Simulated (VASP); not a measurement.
# Al (P6_3/mmc) in VASP: a series of runs

The runs below take Al through single point, with PBEsol+D3(BJ).

All numbers are computed with VASP 6.6.1; they aren't measurements. Logs are shortened: lines on timing, memory, paths and dates and some standing lists are left out, and cuts for length are marked.

**1. The cell of the first run**

The structure is hexagonal, space group P6_3/mmc (No. 194). The conventional cell has a = 2.857 Å, b = 2.857 Å, c = 8.831 Å, α = 90.00°, β = 90.00°, γ = 120.00°. Within 3.6 Å of Al (site symmetry -3m) lie 12 Al at 2.76 to 2.86 Å. Al (site symmetry -6m2) has 12 Al at 2.76 to 2.86 Å within 3.6 Å.

This isn't the form of Al at room conditions, which is fcc.

**2. Single point, PBEsol+D3(BJ) (15.61 Å³/atom)**

Input file INCAR:

```
SYSTEM = Al
ALGO     = Fast           ! electronic algorithm
EDIFF    = 1E-7           ! SCF threshold, eV
ENCUT    = 520            ! plane-wave cutoff, eV
GGA      = PS             ! functional
ISIF     = 2              ! what is computed and relaxed
ISMEAR   = 0              ! smearing method
IVDW     = 12             ! dispersion correction
LASPH    = .True.         ! aspherical terms in the spheres
LCHARG   = .False.        ! write CHGCAR
LREAL    = .False.        ! projectors in reciprocal space
LWAVE    = .False.        ! write WAVECAR
NBANDS   = 14             ! bands
NELM     = 80             ! most SCF steps
PREC     = Accurate       ! precision mode
SIGMA    = 0.15           ! smearing width, eV
```

Input file KPOINTS:

```
k-points
0
Gamma
  18 18 6
  0 0 0
```

Input file POSCAR:

```
Al
1.0
    2.8574903432      0.0000000000      0.0000000000
   -1.4287451716      2.4746592283      0.0000000000
    0.0000000000      0.0000000000      8.8307881566
Al
4
Direct
    0.0000000000      0.0000000000      0.0000000000
    0.3333333333      0.6666666667      0.2500000000
    0.0000000000      0.0000000000      0.5000000000
    0.6666666667      0.3333333333      0.7500000000
```

Potentials or basis: VASP PAW PBE potentials, release 64 (Al).

Started as:

```bash
$ cat potpaw_PBE.64/Al/POTCAR > POTCAR
$ mpirun -np 1 vasp_std > vasp.out
```

OUTCAR:

```text
SYSTEM = Al
   EDIFF = 1E-7
   ENCUT = 520
   GGA = PS
   ISIF = 2
   ISMEAR = 0
   IVDW = 12
   LASPH = .True.
   LREAL = .False.
   NELM = 80
   PREC = Accurate
 IVDW          = 12

 ion  position               nearest neighbor table
   1  0.000  0.000  0.000-   2 2.76   4 2.76   4 2.76   2 2.76   4 2.76   2 2.76
   2  0.333  0.667  0.250-   1 2.76   3 2.76   1 2.76   3 2.76   1 2.76   3 2.76
   3  0.000  0.000  0.500-   2 2.76   4 2.76   4 2.76   2 2.76   4 2.76   2 2.76
   4  0.667  0.333  0.750-   1 2.76   3 2.76   1 2.76   3 2.76   1 2.76   3 2.76

  LATTYP: Found a hexagonal cell.
 ALAT       =     2.8574903432
 C/A-ratio  =     3.0904000000

  Lattice vectors:

 A1 = (   2.8574903432,   0.0000000000,   0.0000000000)
 A2 = (  -1.4287451716,   2.4746592283,   0.0000000000)
 A3 = (   0.0000000000,   0.0000000000,   8.8307881566)

Analysis of symmetry for initial positions (statically):
=====================================================================
 Subroutine PRICEL returns:
 Original cell was already a primitive cell.

 Routine SETGRP: Setting up the symmetry group for a
 hexagonal supercell.

 Subroutine GETGRP returns: Found 24 space group operations
 (whereof 12 operations were pure point group operations)
 out of a pool of 24 trial point group operations.

The static configuration has the point symmetry D_3d.
 The point group associated with its full space group is D_6h.

Analysis of symmetry for dynamics (positions and initial velocities):
=====================================================================
 Subroutine PRICEL returns:
 Original cell was already a primitive cell.

 Routine SETGRP: Setting up the symmetry group for a
 hexagonal supercell.

 Subroutine GETGRP returns: Found 24 space group operations
 (whereof 12 operations were pure point group operations)
 out of a pool of 24 trial point group operations.

The dynamic configuration has the point symmetry D_3d.
 The point group associated with its full space group is D_6h.

 Subroutine INISYM returns: Found 24 space group operations
 (whereof 12 operations are pure point group operations),
 and found     1 'primitive' translations

----------------------------------------------------------------------------------------

                                     Primitive cell

  volume of cell :      62.4453

  direct lattice vectors                    reciprocal lattice vectors
     2.857490343  0.000000000  0.000000000     0.349957438  0.202048021  0.000000000
    -1.428745172  2.474659228  0.000000000     0.000000000  0.404096042  0.000000000
     0.000000000  0.000000000  8.830788157     0.000000000  0.000000000  0.113240175

  length of vectors
     2.857490343  2.857490343  8.830788157     0.404096042  0.404096042  0.113240175

  position of ions in fractional coordinates (direct lattice)
     0.000000000  0.000000000  0.000000000
     0.333333333  0.666666667  0.250000000
     0.000000000  0.000000000  0.500000000
     0.666666667  0.333333333  0.750000000

  ion indices of the primitive-cell ions
   primitive index   ion index
                 1           1
                 2           2
                 3           3
                 4           4

----------------------------------------------------------------------------------------

 KPOINTS: k-points

Automatic generation of k-mesh.
 Grid dimensions read from file:
 generate k-points for:   18   18    6

 Generating k-lattice:

  Cartesian coordinates                     Fractional coordinates (reciprocal lattice)
     0.019442080  0.011224890  0.000000000     0.055555556  0.000000000  0.000000000
     0.000000000  0.022449780  0.000000000     0.000000000  0.055555556  0.000000000
     0.000000000  0.000000000  0.018873363     0.000000000  0.000000000  0.166666667

  Length of vectors
     0.022449780  0.022449780  0.018873363

  Shift w.r.t. Gamma in fractional coordinates (k-lattice)
     0.000000000  0.000000000  0.000000000

 Subroutine IBZKPT returns following result:
 ===========================================

 Found    148 irreducible k-points:

 Following reciprocal coordinates:
            Coordinates               Weight
  0.000000  0.000000  0.000000      1.000000
  0.055556  0.000000  0.000000      6.000000
  0.111111  0.000000  0.000000      6.000000
  0.166667 -0.000000  0.000000      6.000000
  0.222222  0.000000  0.000000      6.000000
  0.277778  0.000000  0.000000      6.000000
[... 16 lines left out ...]
  0.333333  0.111111  0.000000     12.000000
  0.388889  0.111111  0.000000     12.000000
 [... further k-points ...]
   k-points           NKPTS =    148   k-points in BZ     NKDIM =    148   number of bands    NBANDS=     14
   number of dos      NEDOS =    301   number of ions     NIONS =      4
   total plane-waves  NPLWV =  40320
   dimension x,y,z NGX =    24 NGY =   24 NGZ =   70
   dimension x,y,z NGXF=    48 NGYF=   48 NGZF=  140
   ions per type =               4
   NGX,Y,Z   is equivalent  to a cutoff of  13.96, 13.96, 13.18 a.u.
   NGXF,Y,Z  is equivalent  to a cutoff of  27.93, 27.93, 26.36 a.u.
 SYSTEM =  Al
   PREC   = accura    normal or accurate (medium, high low for compatibility)
   ISTART =      0    job   : 0-new  1-cont  2-samecut
   ICHARG =      2    charge: 1-file 2-atom 10-const
   ISPIN  =      1    spin polarized calculation?
   LNONCOLLINEAR =      F non collinear calculations
   LSORBIT =      F    spin-orbit coupling
   LASPH  =      T    aspherical Exc in radial PAW
   ENCUT  =  520.0 eV  38.22 Ry    6.18 a.u.   5.31  5.31 16.42*2*pi/ulx,y,z
   NELM   =     80;   NELMIN=  2; NELMDL= -5     # of ELM steps
   EDIFF  = 0.1E-06   stopping-criterion for ELM
   LREAL  =      F    real-space projection
   EDIFFG = 0.1E-05   stopping-criterion for IOM
   NSW    =      0    number of steps for IOM
   IBRION =     -1    ionic relax: 0-MD 1-quasi-New 2-CG
   NFREE  =      0    steps in history (QN), initial steepest desc. (CG)
   ISIF   =      2    stress and relaxation
   ISYM   =      2    0-nonsym 1-usesym 2-fastsym
   POTIM  = 0.5000    time-step for ionic-motion
   TEBEG  =    0.0;   TEEND  =   0.0 temperature during run
   PSTRESS=    0.0 pullay stress
   NELECT =      12.0000    total number of electrons
   NUPDOWN=      -1.0000    fix difference up-down
   EMIN   =  10.00;   EMAX   =-10.00  energy-range for DOS
   EFERMI =   0.00;   METHOD = LEGACY
   ISMEAR =     0;   SIGMA  =   0.15  broadening in eV -4-tet -1-fermi 0-gaus
   EFERMI_NEDOS =   21; number of points for ismear=-14 and -15
   IALGO  =     68    algorithm
   IMIX   =      4    mixing-type and parameters
     AMIX     =   0.40;   BMIX     =  1.00
     AMIX_MAG =   1.60;   BMIX_MAG =  1.00
  volume/ion in A,a.u.               =      15.61       105.35
  Fermi-wavevector in a.u.,A,eV,Ry     =   0.944718  1.785258 12.143083  0.892491
  Thomas-Fermi vector in A             =   2.072549
   LORBIT       =      0    0 simple, 1 ext, 2 COOP (PROOUT), +10 PAW based schemes
   GGA     = PS    functional components
   LHFCALC =     F    Hartree Fock is set to
   AEXX    =    0.0000 exact exchange contribution
   IVDW    =    12    specifies the selected vdW correction
   LEPSILON=     F    determine dielectric tensor
   LRPA    =     F    only Hartree local field effects (RPA)
 non-spin polarized calculation
 RMM-DIIS sequential band-by-band and
 Gauss-broadening in eV      SIGMA  =   0.15
  energy-cutoff  :      520.00
  volume of cell :       62.45
 maximum number of plane-waves:      1713
 NGX is ok and might be reduce to    24
   NGX = 11   NGY = 11   NGZ = 33

 number of electron      12.0000000 magnetization

 Free energy of the ion-electron system (eV)
  ---------------------------------------------------
  ext. energy  EPLUGINS =         0.00000000
  ---------------------------------------------------
  free energy    TOTEN  =       -16.25312116 eV

  energy without entropy =      -16.23555933  energy(sigma->0) =      -16.24434024

 E-fermi :   8.5447     XC(G=0): -10.4596

 val. band max:        8.5375542344   @ k =   0.2778   0.2778   0.0000
 cond. band min:       8.5576972832   @ k =   0.3889   0.1111   0.5000
 fundamental gap:      0.0201430488
 Fermi energy:         8.5447195238

 k-point     1 :       0.0000    0.0000    0.0000
  band No.  band energies     occupation
      1      -2.9829      2.00000
      2      -1.0997      2.00000
      3      -1.0992      2.00000
      4       4.0591      2.00000
      5       4.7859      2.00000
      6      13.1663      0.00000
      7      13.1919      0.00000
      8      18.7345      0.00000
      9      18.7345      0.00000
     10      18.9549      0.00000
     11      18.9549      0.00000
     12      20.0098      0.00000
     13      20.0108      0.00000
     14      20.2330      0.00000

 k-point     2 :       0.0556    0.0000    0.0000
  band No.  band energies     occupation
      1      -2.9083      2.00000
      2      -1.0262      2.00000
      3      -1.0258      2.00000
      4       4.1273      2.00000
      5       4.8580      2.00000
      6      13.2140      0.00000
      7      13.2479      0.00000
      8      17.1984      0.00000
      9      17.7626      0.00000
     10      18.6771      0.00000
     11      18.7757      0.00000
     12      19.1824      0.00000
     13      19.2781      0.00000
     14      19.3452      0.00000

 k-point     3 :       0.1111    0.0000    0.0000
  band No.  band energies     occupation
      1      -2.6850      2.00000
      2      -0.8061      2.00000
      3      -0.8058      2.00000
      4       4.3319      2.00000
      5       5.0731      2.00000
      6      13.3132      0.00000
      7      13.4030      0.00000
      8      15.2585      0.00000
      9      16.7108      0.00000
     10      16.8105      0.00000
     11      16.8227      0.00000
     12      18.3941      0.00000
     13      18.4087      0.00000
     14      18.4919      0.00000

 k-point     4 :       0.1667   -0.0000    0.0000
  band No.  band energies     occupation
      1      -2.3136      2.00000
      2      -0.4400      2.00000
      3      -0.4399      2.00000
      4       4.6727      2.00000
      5       5.4273      2.00000
      6      12.7737      0.00000
      7      13.5351      0.00000
      8      14.0543      0.00000
      9      14.7261      0.00000
     10      15.0003      0.00000
     11      15.9847      0.00000
     12      17.5855      0.00000
     13      17.5889      0.00000
     14      17.6307      0.00000

 k-point     5 :       0.2222    0.0000    0.0000
  band No.  band energies     occupation
      1      -1.7954      2.00000
      2       0.0704      2.00000
      3       0.0709      2.00000
      4       5.1492      2.00000
      5       5.9110      2.00000
      6      11.0284      0.00000
      7      12.5821      0.00000
      8      12.7741      0.00000
      9      14.2755      0.00000
     10      14.4493      0.00000
     11      15.2868      0.00000
[... 276 lines left out ...]
 k-point    22 :       0.2778    0.1111    0.0000
  band No.  band energies     occupation
      1      -0.1069      2.00000
      2       1.7310      2.00000
      3       1.7348      2.00000
      4       6.6962      2.00000
      5       7.0201      2.00000
      6       8.1159      1.99995
      7       9.4004      0.00000
      8       9.4837      0.00000
      9      11.3657      0.00000
     10      12.9630      0.00000
     11      13.2004      0.00000
     12      14.2482      0.00000
     13      15.1585      0.00000
     14      16.1541      0.00000

 k-point    23 :       0.3333    0.1111    0.0000
  band No.  band energies     occupation
      1       0.8379      2.00000
      2       2.6558      2.00000
      3       2.6637      2.00000
      4       5.8924      2.00000
      5       7.3640      2.00000
      6       7.6640      2.00000
      7       8.0461      2.00000
      8       8.7480      0.05531
      9      11.0187      0.00000
     10      12.3519      0.00000
     11      12.7975      0.00000
     12      13.0228      0.00000
     13      13.9304      0.00000
     14      16.7488      0.00000

 k-point    24 :       0.3889    0.1111    0.0000
  band No.  band energies     occupation
      1       1.9187      2.00000
      2       3.6973      2.00000
      3       3.7179      2.00000
      4       4.4695      2.00000
      5       6.2910      2.00000
      6       6.3343      2.00000
      7       8.6891      0.17348
      8       9.4982      0.00000
      9      10.7661      0.00000
     10      11.1224      0.00000
     11      12.3099      0.00000
     12      12.6505      0.00000
     13      13.0326      0.00000
     14      17.1718      0.00000

 [... further k-points ...]

------------------------ aborting loop because EDIFF is reached ----------------------------------------

 Edisp (eV)   -1.34335

 E8    (eV) :    -0.9047

  FORCE on cell =-STRESS in cart. coord.  units (eV):
  Direction    XX          YY          ZZ          XY          YZ          ZX
  --------------------------------------------------------------------------------------
  -------------------------------------------------------------------------------------
  Total      -0.49570    -0.49570     1.51112     0.00000    -0.00000     0.00000
  in kB     -12.71825   -12.71825    38.77115     0.00000    -0.00000     0.00000
  external pressure =        4.44 kB  Pullay stress =        0.00 kB

 VOLUME and BASIS-vectors are now :
 -----------------------------------------------------------------------------
  energy-cutoff  :      520.00
  volume of cell :       62.45
      direct lattice vectors                 reciprocal lattice vectors
     2.857490343  0.000000000  0.000000000     0.349957438  0.202048021  0.000000000
    -1.428745172  2.474659228  0.000000000     0.000000000  0.404096042  0.000000000
     0.000000000  0.000000000  8.830788157     0.000000000  0.000000000  0.113240175

 POSITION                                       TOTAL-FORCE (eV/Angst)
 -----------------------------------------------------------------------------------
      0.00000      0.00000      0.00000        -0.000000      0.000000      0.000000
     -0.00000      1.64977      2.20770         0.000000      0.000000     -0.000000
      0.00000      0.00000      4.41539        -0.000000      0.000000      0.000000
      1.42875      0.82489      6.62309        -0.000000     -0.000000      0.000000
 -----------------------------------------------------------------------------------
    total drift:                               -0.000000      0.000000      0.000000

  FREE ENERGIE OF THE ION-ELECTRON SYSTEM (eV)
  ---------------------------------------------------
  free  energy   TOTEN  =       -17.5964678388 eV

  energy  without entropy=      -17.5789060111  energy(sigma->0) =      -17.58768692
```

Wall time 3.2 min (1 thread of Intel Xeon 8259CL, shared host); peak memory 0.26 GiB.

Results:

```
Free energy                : -17.5965 eV
Pressure                   : 0.4 GPa
Band gap on the k mesh     : zero (bands 6 and 7 overlap by 6.53 eV)
Dispersion energy per atom : -0.336 eV
```

Caveat: the stress differs along the axes, from -1 to 4 GPa; the PAW data sets were made with another functional, which shifts forces and pressure a little.

**3. Single point, PBEsol+D3(BJ) (15.61 Å³/atom)**

Input file INCAR:

```
ALGO = Fast
EDIFF = 1E-6
ENCUT = 520
GGA = PS
ISIF = 2
ISMEAR = 0
IVDW = 12
LASPH = True
LCHARG = False
LREAL = False
LWAVE = False
NBANDS = 14
NELM = 100
PREC = Accurate
SIGMA = 0.15
```

Input file KPOINTS:

```
k-points
0
Gamma
  18 18 6
```

Input file POSCAR:

```
Al
1.0
    2.7452144802      0.0000000000      0.0000000000
   -1.3726072401      2.3774254787      0.0000000000
    0.0000000000      0.0000000000      9.5678960279
Al
4
Direct
    0.0000000000      0.0000000000      0.0000000000
    0.3333333333      0.6666666667      0.2500000000
    0.0000000000      0.0000000000      0.5000000000
    0.6666666667      0.3333333333      0.7500000000
```

Potentials or basis: VASP PAW PBE potentials, release 64 (Al).

Started as:

```bash
$ cat potpaw_PBE.64/Al/POTCAR > POTCAR
$ mpirun -np 1 vasp_std > vasp.out
```

Wall time 3.1 min (1 thread of Intel Xeon 8259CL, shared host); peak memory 0.24 GiB.

Results (log left out):

```
Free energy                : -17.5943 eV
Pressure                   : 0.6 GPa
Band gap on the k mesh     : zero (bands 6 and 7 overlap by 4.60 eV)
Dispersion energy per atom : -0.336 eV
```

Stress tensor (GPa, compression positive):
```
 2.45  0.00  0.00
 0.00  2.45  0.00
 0.00  0.00 -3.06
```

Levels at points of the mesh, in eV from the Fermi level:
| k point | band 4 | band 5 | band 6 | band 7 | band 8 | band 9 |
| --- | --- | --- | --- | --- | --- | --- |
| (0.00, 0.00, 0.00) | -5.23 | -5.13 | 2.36 | 2.37 | 11.40 | 12.14 |
| (0.50, 0.00, 0.00) | -3.93 | -3.19 | -3.18 | 0.80 | 0.89 | 1.19 |
| (0.00, 0.00, 0.50) | -7.91 | -1.74 | -1.74 | 7.05 | 7.05 | 12.37 |
| (0.50, 0.00, 0.50) | -4.70 | -1.92 | -1.92 | -1.25 | -1.25 | 4.15 |

Caveat: the stress differs along the axes, from -3 to 2 GPa; the PAW data sets were made with another functional, which shifts forces and pressure a little.

[end of part 1 of 2]

The gap in the log of VASP goes by the Fermi energy; the results here count the filled bands.